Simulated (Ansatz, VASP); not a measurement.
Two plane-wave programs on GdFe3Cu

```
Gd Cu Fe
1.0
     0.00000    3.86279    0.00000
     3.86279    0.00000    0.00000
     1.93140    1.93140   -4.93878
Gd Cu Fe
1 1 3
Direct
  0.11609 0.11609 0.76782
  0.51410 0.51410 0.97180
  0.86627 0.36627 0.26746
  0.36627 0.86627 0.26746
  0.73590 0.73590 0.52820
```

Alike in both runs: task single point; functional PBE; k mesh 5 × 5 × 5; collinear spin.

|  | VASP | Ansatz |
| --- | --- | --- |
| version | VASP 6.6.1 | Ansatz 0.2.0 |
| potentials or method | VASP PAW PBE potentials, release 64 (Gd, Cu, Fe), cutoff 520 eV | PAW plane waves |
| occupations | fermi-dirac, width 0.1 eV | fermi-dirac |
| valence electrons in the cell | 53 | 85 |

VASP gave:

- gap on the k mesh at the Fermi level (eV): none
- pressure (GPa): 9.0
- traceless stress, the component that is largest in VASP (GPa): 3.86
- rms of the force components (eV/Å): 0.451
- net moment per atom (μB): 0.12
- size of the moment on the site where the two differ most (μB): 6.92

Task: Estimate Ansatz's values.

Result: gap on the k mesh at the Fermi level (eV): none; pressure (GPa): 9.3; traceless stress, the component that is largest in VASP (GPa): 3.94; rms of the force components (eV/Å): 0.443; net moment per atom (μB): 0.12; size of the moment on the site where the two differ most (μB): 7.08.

Site moments also hang on the region over which each program counts them. Atom by atom the forces differ by 0.017 eV/Å (rms over components). A gap of «none» marks a metal or a gap that the smearing closes. VASP's potentials hold 53 valence electrons a cell and Ansatz's 85, so a difference there can come from the potentials and not from the codes.

Spin-orbit coupling is off throughout.
